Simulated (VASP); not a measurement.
AlN, 2 atoms in the cell. The structure is tetragonal, space group I-4m2 (No. 119). The conventional cell has a = 3.089 Å, b = 3.089 Å, c = 3.931 Å, α = 90.00°, β = 90.00°, γ = 90.00°. Within 2.4 Å of Al (site symmetry -4m2) lie 4 N at 1.83 Å. Within 2.4 Å of N (site symmetry -4m2) lie 4 Al at 1.83 Å.  This cell differs from its parent crystal: strain -0.1000 x Voigt [0, 0, 1, 0, 0, 0].

* Program: VASP 6.6.1
* Task: single point
* Functional: r2SCAN
* Potentials or basis: VASP PAW PBE potentials, release 64 (Al, N)
* Cutoff: 520 eV
* k mesh: 10 × 10 × 10
* Occupations: gaussian, width 0.05 eV
* Spin: no spin polarisation
* Dipole correction: no
* Further INCAR settings: ALGO = Normal; EDIFF = 1e-07; NBANDS = 11

Potentials or basis: VASP PAW PBE potentials, release 64 (Al, N).

Command:

```sh
$ cat potpaw_PBE.64/Al/POTCAR potpaw_PBE.64/N/POTCAR > POTCAR
$ cp INCAR.step1 INCAR
$ mpirun -np 1 vasp_std > vasp.out
$ cp INCAR.step2 INCAR
$ mpirun -np 1 vasp_std > vasp.out
```

Hardware: 1 thread of Intel(R) Xeon(R) 6975P-C (Granite Rapids) (shared host).

Problem. How long does it take, and how much memory?

Solution. Run time: 31 s on 1 thread of Intel(R) Xeon(R) 6975P-C (Granite Rapids), on a shared host, peak memory 0.14 GiB. Counts: k points 102.
